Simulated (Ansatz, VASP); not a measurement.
**BaTiO3 in VASP and in Ansatz**

```
Ba Ti O
1.0
     2.88422    1.66521    2.31773
    -2.88422    1.66521    2.31773
     0.00000   -3.33041    2.31773
Ba Ti O
1 1 3
Direct
  0.00000 0.00000 0.00000
  0.51400 0.51400 0.51400
  0.49160 0.49160 0.98150
  0.49160 0.98150 0.49160
  0.98150 0.49160 0.49160
```

Change from the starting cell: equal xx and yy strain of +2 %.

Alike in both runs: task single point; functional PBE; k mesh 9 × 9 × 9; occupations fermi-dirac, width 0.05 eV; no spin polarisation.

|  | VASP | Ansatz |
| --- | --- | --- |
| version | VASP 6.6.1 | Ansatz 0.2.0 |
| potentials or method | VASP PAW PBE potentials, release 64 (Ba_sv, Ti_sv, O), cutoff 520 eV | all-electron LAPW, scalar-relativistic |

|  | VASP | Ansatz | Ansatz less VASP |
| --- | --- | --- | --- |
| gap on the k mesh at the Fermi level (eV) | 2.27 | 2.32 | +0.042 |
| pressure (GPa) | 0.0 | -1.6 | -1.56 |
| traceless stress, the component that is largest in VASP (GPa) | 2.95 | 2.91 | -0.038 |
| rms of the force components (eV/Å) | 0.082 | 0.107 | +0.0252 |

Atom by atom the forces differ by 0.025 eV/Å (rms over components). Ansatz ran all-electron here, and VASP with PAW potentials.

Neither program's run includes spin-orbit coupling.
